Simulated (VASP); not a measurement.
Set up this calculation in VASP 6.6.1, as the native input.

```yaml
Task: single point
Functional: PBE
Potentials_or_basis: VASP PAW PBE potentials, release 64 (Sn_d, Te)
Cutoff: 520 eV
k_mesh: 5 × 5 × 5
Occupations: gaussian, width 0.2 eV
Spin: no spin polarisation
Dipole_correction: no
Further_INCAR_settings: ALGO = Normal; EDIFF = 1e-06; NBANDS = 24
```

The structure of SnTe3 lies in POSCAR:

```
SnTe3
1.0
    0.0000000000      3.8612190000      3.8612190000
    3.8612190000      0.0000000000      3.8612190000
    3.8612190000      3.8612190000      0.0000000000
Sn Te
1 3
Direct
    0.0000000000      0.0000000000      0.0000000000
    0.2500000000      0.2500000000      0.2500000000
    0.7500000000      0.7500000000      0.7500000000
    0.5000000000      0.5000000000      0.5000000000
```

These files were run (other wordings do the same):

INCAR

```
ALGO = Normal ; EDIFF = 1E-6
ENCUT = 520 ; GGA = PE
ISIF = 2 ; ISMEAR = 0
LASPH = True ; LCHARG = True
LELF = True ; LREAL = False
LVHAR = True ; LWAVE = False
NBANDS = 24 ; NELM = 80
PREC = Accurate ; SIGMA = 0.2
```

KPOINTS

```
k-points
0
Gamma
  5 5 5
```

Potentials or basis: VASP PAW PBE potentials, release 64 (Sn_d, Te).

The run is started by

```bash
$ cat potpaw_PBE.64/Sn_d/POTCAR potpaw_PBE.64/Te/POTCAR > POTCAR
$ mpirun -np 1 vasp_std > vasp.out
```

Results of the run:

```yaml
Pressure: 0.2 GPa
```

Wall time 19 s on 1 thread of Intel(R) Xeon(R) 6975P-C (Granite Rapids), with other jobs on the host, peak memory 0.25 GiB.
